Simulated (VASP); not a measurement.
# MnO (Fm-3m) in VASP: further runs, part 2 of 2

VASP 6.6.1. The steps go on from the part before.

## 4. Single point, PBE, collinear spin, ferromagnetic start (12.06 Å³/atom)

This run uses another cell than the first one, of 12.06 Å³/atom.

Contents of INCAR:

```
SYSTEM = MnO
PREC     = Accurate       ! precision mode
ENCUT    = 520            ! plane-wave cutoff, eV
EDIFF    = 1E-7           ! SCF threshold, eV
ISMEAR   = 0              ! smearing method
SIGMA    = 0.1            ! smearing width, eV
LREAL    = .FALSE.        ! projectors in reciprocal space
LASPH    = .TRUE.         ! aspherical terms in the spheres
NELM     = 150            ! most SCF steps
ALGO     = Normal         ! electronic algorithm
ISIF     = 2              ! what is computed and relaxed
LWAVE    = .FALSE.        ! write WAVECAR
LCHARG   = .FALSE.        ! write CHGCAR
ISPIN    = 2              ! spin polarisation
MAGMOM   = 4.44 0.25      ! initial moments
LORBIT   = 11             ! projections on sites
LMAXMIX  = 4              ! l up to which the mixer works
GGA      = PE             ! functional
NBANDS   = 20             ! bands
```

Contents of KPOINTS:

```
Automatic mesh
0
G
  16 16 16
  0 0 0
```

Contents of POSCAR:

```
MnO
1.0
    0.0000000000      2.2930356240      2.2930356240
    2.2930356240      0.0000000000      2.2930356240
    2.2930356240      2.2930356240      0.0000000000
Mn O
1 1
Direct
    0.0000000000      0.0000000000      0.0000000000
    0.5000000000      0.5000000000      0.5000000000
```

Started as:

```
> cat potpaw_PBE.64/Mn_pv/POTCAR potpaw_PBE.64/O/POTCAR > POTCAR
> mpirun -np 1 vasp_std > vasp.out
```

Wall time 2.7 min (1 thread of Intel Xeon 8259CL, shared host); peak memory 0.23 GiB.

It converged, with:

```
Free energy                                           : -16.3428 eV
Pressure                                              : -9.1 GPa
Net moment                                            : 4.95 μB per cell
Site moments                                          : Mn +4.47; O +0.21 μB
Valence electrons inside the program's atomic spheres : Mn 11.27; O 4.94
```

Levels at points of the mesh, in eV from the Fermi level:
Spin up:
```csv
k point,band 8,band 9,band 10,band 11,band 12,band 13,band 14,band 15,band 16,band 17
"(0.00, 0.00, 0.00)",-3.06,-3.06,-3.06,-2.61,-2.61,-0.78,13.80,15.69,15.69,15.69
"(0.50, 0.00, 0.00)",-2.32,-2.32,-1.90,0.05,0.05,3.39,7.08,11.35,11.35,17.37
"(0.50, 0.50, 0.00)",-3.88,-2.26,-2.10,-2.10,-2.04,4.48,7.45,10.02,12.80,12.80
```
Spin down:
| k point | band 4 | band 5 | band 6 | band 7 | band 8 | band 9 | band 10 | band 11 |
| --- | --- | --- | --- | --- | --- | --- | --- | --- |
| (0.00, 0.00, 0.00) | -18.95 | -2.83 | -2.83 | -2.83 | 0.59 | 1.06 | 1.06 | 1.06 |
| (0.50, 0.00, 0.00) | -18.18 | -6.49 | -4.13 | -4.13 | 2.06 | 2.11 | 2.11 | 3.54 |
| (0.50, 0.50, 0.00) | -18.18 | -5.64 | -3.72 | -3.72 | -0.30 | 2.09 | 2.15 | 2.49 |

Caveat: the cell stands under tension; a cell with one magnetic atom can't hold antiferromagnetic order, which such compounds often take; semilocal functionals often make such compounds metallic where correlation or magnetic order opens a gap, which also shifts bond lengths. With open d or f shells a metallic result of PBE can be an artefact of self-interaction; +U or a hybrid may open a gap.

## 5. Relaxation of cell and atoms, PBE, collinear spin, ferromagnetic start

This run uses another cell than the first one, of 10.99 Å³/atom.

Contents of INCAR:

```
SYSTEM = MnO
PREC = Accurate ; ENCUT = 600
EDIFF = 1E-6 ; ISMEAR = 0
SIGMA = 0.1 ; LREAL = .False.
LASPH = .True. ; NELM = 150
ALGO = Normal ; ISIF = 3
LWAVE = .False. ; LCHARG = .False.
ISPIN = 2 ; MAGMOM = 4.47 0.26
LORBIT = 11 ; LMAXMIX = 4
GGA = PE ; IBRION = 2
NSW = 100 ; EDIFFG = -0.005
```

Contents of KPOINTS:

```
regular mesh
0
Gamma
  16 16 16
  0 0 0
```

Contents of POSCAR:

```
MnO
1.0
    0.0000000000      2.2230000000      2.2230000000
    2.2230000000      0.0000000000      2.2230000000
    2.2230000000      2.2230000000      0.0000000000
Mn O
1 1
Direct
    0.0000000000      0.0000000000      0.0000000000
    0.5000000000      0.5000000000      0.5000000000
```

Potentials or basis: VASP PAW PBE potentials, release 64 (Mn_pv, O).

Started as:

```
> cat potpaw_PBE.64/Mn_pv/POTCAR potpaw_PBE.64/O/POTCAR > POTCAR
> mpirun -np 1 vasp_std > vasp.out
```

OUTCAR:

```text
SYSTEM = MnO
   PREC = Accurate
   ENCUT = 600
   EDIFF = 1E-6
   ISMEAR = 0
   LREAL = .False.
   LASPH = .True.
   NELM = 150
   ISIF = 3
   ISPIN = 2
   LORBIT = 11
   GGA = PE
   IBRION = 2
   NSW = 100
   EDIFFG = -0.005

 ion  position               nearest neighbor table
   1  0.000  0.000  0.000-   2 2.22   2 2.22   2 2.22   2 2.22   2 2.22   2 2.22
   2  0.500  0.500  0.500-   1 2.22   1 2.22   1 2.22   1 2.22   1 2.22   1 2.22

  LATTYP: Found a face centered cubic cell.
 ALAT       =     4.4460000000

  Lattice vectors:

 A1 = (   0.0000000000,   2.2230000000,   2.2230000000)
 A2 = (   2.2230000000,   0.0000000000,   2.2230000000)
 A3 = (   2.2230000000,   2.2230000000,   0.0000000000)

Analysis of symmetry for initial positions (statically):
=====================================================================
 Subroutine PRICEL returns:
 Original cell was already a primitive cell.

 Routine SETGRP: Setting up the symmetry group for a
 face centered cubic supercell.

 Subroutine GETGRP returns: Found 48 space group operations
 (whereof 48 operations were pure point group operations)
 out of a pool of 48 trial point group operations.

The static configuration has the point symmetry O_h .

Analysis of symmetry for dynamics (positions and initial velocities):
=====================================================================
 Subroutine PRICEL returns:
 Original cell was already a primitive cell.

 Routine SETGRP: Setting up the symmetry group for a
 face centered cubic supercell.

 Subroutine GETGRP returns: Found 48 space group operations
 (whereof 48 operations were pure point group operations)
 out of a pool of 48 trial point group operations.

The dynamic configuration has the point symmetry O_h .

Analysis of structural, dynamic, and magnetic symmetry:
=====================================================================
 Subroutine PRICEL returns:
 Original cell was already a primitive cell.

 Routine SETGRP: Setting up the symmetry group for a
 face centered cubic supercell.

[... 634 lines left out ...]
     10       4.6623      1.00000
     11       5.1085      1.00000
     12       5.6091      1.00000
     13       7.8006      0.00071
     14      20.4870      0.00000
     15      22.8875      0.00000

 [... further k-points ...]

 spin component 2

 k-point     1 :       0.0000    0.0000    0.0000
  band No.  band energies     occupation
      1     -38.1491      1.00000
      2     -38.1490      1.00000
      3     -38.1490      1.00000
      4     -12.2845      1.00000
      5       4.1912      1.00000
      6       4.1912      1.00000
      7       4.1912      1.00000
      8       8.2983      0.00000
      9       8.2983      0.00000
     10       8.2983      0.00000
     11       8.3678      0.00000
     12       8.9273      0.00000
     13       8.9273      0.00000
     14      22.1968      0.00000
[... 403 lines left out ...]
      4     -12.1985      1.00000
      5       3.5512      1.00000
      6       3.9620      1.00000
      7       4.0454      1.00000
      8       8.3356      0.00000
      9       8.3698      0.00000
     10       8.4905      0.00000
     11       8.8242      0.00000
     12       9.2545      0.00000
     13       9.2771      0.00000
     14      21.5310      0.00000
     15      24.4476      0.00000

 [... further k-points ...]

------------------------ aborting loop because EDIFF is reached ----------------------------------------

  FORCE on cell =-STRESS in cart. coord.  units (eV):
  Direction    XX          YY          ZZ          XY          YZ          ZX
  --------------------------------------------------------------------------------------
  -------------------------------------------------------------------------------------
  Total       -0.0007572     -0.0007572     -0.0007572     -0.0000000     -0.0000000     -0.0000000
  in kB       -0.0553469     -0.0553469     -0.0553469     -0.0000000     -0.0000000     -0.0000000
  external PRESSURE =      -0.0553469 kB  Pullay stress =       0.0000000 kB

 VOLUME and BASIS-vectors are now :
 -----------------------------------------------------------------------------
  energy-cutoff  :      600.00
  volume of cell :       21.92
      direct lattice vectors                 reciprocal lattice vectors
    -0.000000000  2.221256802  2.221256802    -0.225097791  0.225097791  0.225097791
     2.221256802 -0.000000000  2.221256802     0.225097791 -0.225097791  0.225097791
     2.221256802  2.221256802 -0.000000000     0.225097791  0.225097791 -0.225097791

 POSITION                                       TOTAL-FORCE (eV/Angst)
 -----------------------------------------------------------------------------------
      2.22126      4.44251      2.22126         0.000000     -0.000000      0.000000
      2.22126      2.22126      2.22126        -0.000000      0.000000     -0.000000
 -----------------------------------------------------------------------------------
    total drift:                                0.000000      0.000000      0.000000

  FREE ENERGIE OF THE ION-ELECTRON SYSTEM (eV)
  ---------------------------------------------------
  free  energy   TOTEN  =       -16.4066744988 eV

  energy  without entropy=      -16.4016066411  energy(sigma->0) =      -16.40414057

 reached required accuracy - stopping structural energy minimisation

 total charge

# of ion       s       p       d       tot
------------------------------------------
    1        0.203   6.177   4.976  11.356
    2        1.558   3.417   0.000   4.974
--------------------------------------------------
tot          1.761   9.593   4.976  16.331

 magnetization (x)

# of ion       s       p       d       tot
------------------------------------------
    1        0.034   0.026   4.265   4.325
    2        0.030   0.171   0.000   0.201
--------------------------------------------------
tot          0.065   0.196   4.265   4.526
```

OSZICAR:

```text
N       E                     dE             d eps       ncg     rms          rms(c)
DAV:   1     0.171281982953E+03    0.17128E+03   -0.12188E+04  8721   0.164E+03
DAV:   2    -0.104667121062E+02   -0.18175E+03   -0.17223E+03  9541   0.410E+02
[... 15 lines left out ...]
DAV:   1    -0.164080473473E+02   -0.14036E-02   -0.23992E-02  8714   0.229E+00    0.377E-01
DAV:   2    -0.164066515514E+02    0.13958E-02   -0.33037E-03  8756   0.833E-01    0.305E-01
DAV:   3    -0.164066906179E+02   -0.39066E-04   -0.33882E-04  8805   0.201E-01    0.966E-02
DAV:   4    -0.164066809423E+02    0.96756E-05   -0.88298E-06  8896   0.302E-02    0.493E-02
DAV:   5    -0.164066750555E+02    0.58869E-05   -0.94411E-06  9001   0.343E-02    0.179E-02
DAV:   6    -0.164066744988E+02    0.55663E-06   -0.19394E-06  7760   0.148E-02
   2 F= -.16406674E+02 E0= -.16404141E+02  d E =-.305549E-04  mag=     4.7619
```

Run time: 5.5 min. Hardware: 1 thread of Intel Xeon 8259CL, shared host; peak memory 0.25 GiB.

What came out:

```
Free energy                                           : -16.4067 eV
Relaxed volume                                        : 10.96 Å³/atom
Relaxed cell                                          : a = 3.141 Å, b = 3.141 Å, c = 3.141 Å, α = 60.00°, β = 60.00°, γ = 60.00°
Space group after relaxing (to 0.1 Å)                 : Fm-3m (No. 225)
Energy gained by relaxing                             : 0.0 meV/atom
Ionic steps                                           : 2
Pressure after relaxing                               : 0.0 GPa
Net moment                                            : 4.76 μB per cell
Site moments                                          : Mn +4.33; O +0.20 μB
Valence electrons inside the program's atomic spheres : Mn 11.36; O 4.97
```

Final structure:
```cif
data_structure
_symmetry_space_group_name_H-M 'P 1'
_symmetry_Int_Tables_number 1
_cell_length_a 3.1413
_cell_length_b 3.1413
_cell_length_c 3.1413
_cell_angle_alpha 60.000
_cell_angle_beta 60.000
_cell_angle_gamma 60.000
_cell_volume 21.92
loop_
_atom_site_label
_atom_site_type_symbol
_atom_site_fract_x
_atom_site_fract_y
_atom_site_fract_z
_atom_site_occupancy
Mn1 Mn 0.00000 0.00000 0.00000 1
O1 O 0.50000 0.50000 0.50000 1
```

Levels at points of the mesh, in eV from the Fermi level:
Spin up:
```tsv
k point	band 9	band 10	band 11	band 12	band 13	band 14	band 15
(0.00, 0.00, 0.00)	-3.23	-3.23	-2.70	-2.70	-0.52	13.97	16.35
(0.50, 0.00, 0.00)	-2.33	-1.89	0.20	0.20	3.48	7.74	11.89
(0.50, 0.50, 0.00)	-2.27	-2.06	-2.06	-1.93	5.03	7.82	10.41
```
Spin down:
```csv
k point,band 4,band 5,band 6,band 7,band 8,band 9,band 10,band 11
"(0.00, 0.00, 0.00)",-19.86,-3.38,-3.38,-3.38,0.72,0.72,0.72,0.79
"(0.50, 0.00, 0.00)",-18.90,-7.40,-4.87,-4.87,1.91,1.95,1.95,3.63
"(0.50, 0.50, 0.00)",-18.93,-6.45,-4.36,-4.36,-0.85,1.94,2.14,2.39
```

Caveat: a cell with one magnetic atom can't hold antiferromagnetic order, which such compounds often take; semilocal functionals often make such compounds metallic where correlation or magnetic order opens a gap, which also shifts bond lengths. With open d or f shells a metallic result of PBE can be an artefact of self-interaction; +U or a hybrid may open a gap.

## 6. Overview

| task | cell | cutoff (eV) | gap on the mesh (eV) | pressure (GPa) | moment (μB) |
| --- | --- | --- | --- | --- | --- |
| single point | a = 3.173 Å, angles 60.0°, 2 atoms | 520 | none | -3.0 | 4.83 |
| single point | a = 3.203 Å, angles 60.0°, 2 atoms | 520 | none | -5.8 | 4.89 |
| single point | a = 3.243 Å, angles 60.0°, 2 atoms | 520 | none | -9.1 | 4.95 |
| relaxation of cell and atoms | relaxed from a = 3.144 Å, angles 60.0°, 2 atoms | 600 | none | 0.0 | 4.76 |

Alike in all rows: level PBE; potentials or basis VASP PAW PBE potentials, release 64 (Mn_pv, O); spin collinear, ferromagnetic start; k mesh 16 × 16 × 16; smearing gaussian 0.1 eV.

Caveats: a cell with one magnetic atom can't hold antiferromagnetic order, which such compounds often take; semilocal functionals often make such compounds metallic where correlation or magnetic order opens a gap, which also shifts bond lengths; the cell stands under tension (at least some runs).

Total energies depend on the potentials used, so only differences within one code and one set of settings carry meaning.
